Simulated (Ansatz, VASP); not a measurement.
# Two plane-wave programs on Ge2Sb2Se

File INCAR:

```
SYSTEM = Ge2Sb2Se
  PREC = Accurate
  ENCUT = 600
  EDIFF = 1E-6
  ISMEAR = 0
  SIGMA = 0.1
  LREAL = .FALSE.
  LASPH = .TRUE.
  NELM = 100
  ALGO = Normal
  ISIF = 3
  LWAVE = .FALSE.
  LCHARG = .FALSE.
  GGA = PE
  IBRION = 2
  NSW = 90
  EDIFFG = -0.04
```

Contents of KPOINTS:

```
Automatic mesh
0
G
  6 6 2
  0 0 0
```

The input POSCAR:

```
Ge2Sb2Se
1.0
    4.3781997600      0.0000000000      0.0000000000
   -2.1890998800      3.7916322200      0.0000000000
    0.0000000000      0.0000000000      8.2647736500
Ge Sb Se
2 2 1
Direct
    0.3333333300      0.6666666700      0.5000000000
    0.6666666700      0.3333333300      0.0000000000
    0.0000000000      0.0000000000      0.2818453200
    0.0000000000      0.0000000000      0.7181546800
    0.3333333300      0.6666666700      0.0000000000
```

Input for Ansatz:

```yaml
crystal:
  lattice:
    - [4.37819976, 0.0, 0.0]
    - [-2.18909988, 3.79163222, 0.0]
    - [0.0, 0.0, 8.26477365]
  atoms:
    - { symbol: Ge, position: [0.33333333, 0.66666667, 0.5] }
    - { symbol: Ge, position: [0.66666667, 0.33333333, 0.0] }
    - { symbol: Sb, position: [0.0, 0.0, 0.28184532] }
    - { symbol: Sb, position: [0.0, 0.0, 0.71815468] }
    - { symbol: Se, position: [0.33333333, 0.66666667, 0.0] }
basis:
  ecutwfc: 420
kpoints:
  mp_grid: { grid: [6, 6, 2] }
hamiltonian:
  xc: pbe
scf:
  occupations: { method: gaussian, width: 0.1 }
  lower_state_search: "off"
output:
  forces: true
  stress: true
  eigenvalues: true
relax:
  adjacent_minimum: "off"
  f_tol: 0.04
  max_steps: 70
  cell: { stress_tol: 0.4 }
```

Alike in both runs: task relaxation of cell and atoms; functional PBE; k mesh 6 × 6 × 2; occupations gaussian, width 0.1 eV; no spin polarisation.

|  | VASP | Ansatz |
| --- | --- | --- |
| version | VASP 6.6.1 | Ansatz 0.2.0 |
| potentials or method | VASP PAW PBE potentials, release 64 (Ge_d, Sb, Se), cutoff 600 eV | scalar-relativistic, plane waves, PAW |
| valence electrons in the cell | 44 | 74 |

Ansatz gave:

| Property | Result |
| --- | --- |
| gap on the k mesh at the Fermi level, each at its own relaxed structure (eV) | none |
| relaxed volume (Å³/atom) | 28.71 |
| relaxed cell length with the largest relative difference (Å) | 4.417 |

**Question.** What did VASP give for the same quantities?

**Answer.** gap on the k mesh at the Fermi level, each at its own relaxed structure (eV): none; relaxed volume (Å³/atom): 28.77; relaxed cell length with the largest relative difference (Å): 4.424.

A gap of «none» marks a metal or a gap that the smearing closes. VASP's potentials hold 44 valence electrons a cell and Ansatz's 74, so a difference there can come from the potentials and not from the codes.

The k mesh is coarse, so the values compare programs but aren't converged. Spin-orbit coupling is off throughout.
